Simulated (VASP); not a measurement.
Crystal: Bi2Se3.

```
CELL_PARAMETERS angstrom
-2.85248 2.85248 4.46178
2.85248 -2.85248 4.46178
2.85248 2.85248 -4.46178
ATOMIC_POSITIONS crystal
Bi 0.41449 0.91449 0.50000
Bi 0.91449 0.41449 0.50000
Se 0.63859 0.13859 0.50000
Se 0.13859 0.63859 0.50000
Se 0.13495 0.13495 0.00000
```

| Property | Result |
| --- | --- |
| Program | VASP 6.6.1 |
| Task | relaxation of cell and atoms |
| Functional | PBE |
| Potentials or basis | VASP PAW PBE potentials, release 64 (Bi_d, Se) |
| Cutoff | 600 eV |
| k mesh | 4 × 4 × 4 |
| Occupations | gaussian, width 0.1 eV |
| Spin | no spin polarisation |

At the start: pressure 39.9 GPa; volume 29.04 Å³/atom.

Problem. How do energy, volume and symmetry change on relaxing?

Solution. Over 41 steps the energy falls by 2451.6 meV/atom and the volume is 32.16 Å³/atom (+10.7 %); space group I4mm (No. 107, to 0.05 Å).

The path:
| step | energy change (eV) | largest force (eV/Å) | pressure (GPa) | volume (Å³) |
| --- | --- | --- | --- | --- |
| 1 | 0.0000 | 16.1941 | 39.95 | 145.22 |
| 3 | 4.6881 | 33.0893 | 16.42 | 301.98 |
| 5 | 0.5646 | 7.0891 | -9.47 | 350.80 |
| 7 | -0.7869 | 13.1659 | -1.81 | 332.54 |
| 9 | -6.4961 | 12.2157 | 7.54 | 265.45 |
| 11 | -10.2991 | 1.4416 | -3.50 | 268.41 |
| 13 | -10.3631 | 1.2122 | -4.76 | 269.02 |
| 15 | -11.4601 | 0.8540 | -2.84 | 232.10 |
| 17 | -12.0290 | 0.9667 | 1.52 | 188.98 |
| 19 | -12.1041 | 0.1992 | 0.94 | 186.34 |
| 21 | -12.1279 | 0.0451 | -0.21 | 191.16 |
| 23 | -12.1316 | 0.1051 | -0.19 | 190.99 |
| 25 | -12.1375 | 0.2095 | -0.07 | 189.86 |
| 27 | -12.1600 | 0.1178 | -0.15 | 186.35 |
| 29 | -12.2107 | 0.2776 | -0.26 | 171.96 |
| 31 | -12.2023 | 0.3803 | 0.54 | 169.94 |
| 33 | -12.2142 | 0.4073 | 1.95 | 156.48 |
| 35 | -12.2310 | 0.3349 | 1.42 | 158.48 |
| 37 | -12.2412 | 0.0868 | 0.91 | 156.86 |
| 39 | -12.2494 | 0.1195 | 0.85 | 158.01 |
| 41 | -12.2581 | 0.0282 | 0.13 | 160.78 |

Final structure:
```xyz
5
Lattice="-2.6118 2.6118 5.8924 2.6118 -2.6118 5.8924 2.6118 2.6118 -5.8924" Properties=species:S:1:pos:R:3 pbc="T T T"
Bi    2.6118    0.0000    4.5609
Bi    0.0000    2.6118    4.5609
Se    0.0000    2.6118    1.8738
Se    2.6118    0.0000    1.8738
Se    0.0000    0.0000    1.7569
```

Caveat: the k points lie up to 0.43 Å⁻¹ apart in the final cell.
